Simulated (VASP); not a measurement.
# Cu3H: relaxation of cell and atoms with PBE

Cu3H:

```
Cu H
1.0
     4.45609    0.00000    0.00000
     0.00000    4.45609    0.00000
     0.00000    0.00000    4.45609
Cu H
6 2
Direct
  0.25000 0.00000 0.50000
  0.50000 0.75000 0.00000
  0.75000 0.00000 0.50000
  0.50000 0.25000 0.00000
  0.00000 0.50000 0.75000
  0.00000 0.50000 0.25000
  0.00000 0.00000 0.00000
  0.50000 0.50000 0.50000
```

```json
{
  "Program": "VASP 6.6.1",
  "Task": "relaxation of cell and atoms",
  "Functional": "PBE",
  "Potentials or basis": "VASP PAW PBE potentials, release 64 (Cu, H)",
  "Cutoff": "600 eV",
  "k mesh": "8 × 8 × 8",
  "Occupations": "gaussian, width 0.1 eV",
  "Spin": "no spin polarisation",
  "Dipole correction": "no",
  "Further INCAR settings": "ALGO = Normal; EDIFF = 1e-06; IBRION = 2; EDIFFG = -0.01; NSW = 100; ISIF = 3"
}
```

```yaml
Relaxed_volume: 11.15 Å³/atom
Relaxed_cell: a = 4.467 Å, b = 4.467 Å, c = 4.467 Å, α = 90.00°, β = 90.00°, γ = 90.00°
Space_group_after_relaxing_to_0.05_Å: Pm-3n (No. 223)
Energy_gained_by_relaxing: 0.2 meV/atom
Ionic_steps: 2
Pressure_after_relaxing: 0.0 GPa
Band_gap_on_the_k_mesh: zero (band 34 reaches 6.19 eV, above the bottom of band 35 at 5.10 eV)
```

The path:
```tsv
step	energy change (eV)	largest force (eV/Å)	pressure (GPa)	volume (Å³)
1	0.0000	0.0000	0.77	88.48
2	-0.0013	0.0000	-0.03	89.16
```

Final structure:
```
Cu H
1.0
     4.46749    0.00000    0.00000
     0.00000    4.46749    0.00000
     0.00000    0.00000    4.46749
Cu H
6 2
Direct
  0.25000 0.00000 0.50000
  0.50000 0.75000 0.00000
  0.75000 0.00000 0.50000
  0.50000 0.25000 0.00000
  0.00000 0.50000 0.75000
  0.00000 0.50000 0.25000
  0.00000 0.00000 0.00000
  0.50000 0.50000 0.50000
```

Levels at points of the mesh, in eV from the Fermi level:
```csv
k point,band 31,band 32,band 33,band 34,band 35,band 36,band 37,band 38
"(0.00, 0.00, 0.00)",-1.55,-0.30,0.53,0.53,0.85,0.85,0.85,1.84
"(0.50, 0.00, 0.00)",-1.24,-1.24,0.12,0.12,1.48,1.48,2.51,2.51
"(0.50, 0.50, 0.00)",-1.56,-1.56,-1.25,-1.22,2.25,2.25,2.33,4.19
"(0.50, 0.50, 0.50)",-1.13,-1.13,-0.54,-0.54,-0.54,-0.54,-0.54,-0.54
```

Wall time 80 s on 1 thread of Intel(R) Xeon(R) 6975P-C (Granite Rapids) (shared host), peak memory 0.28 GiB.
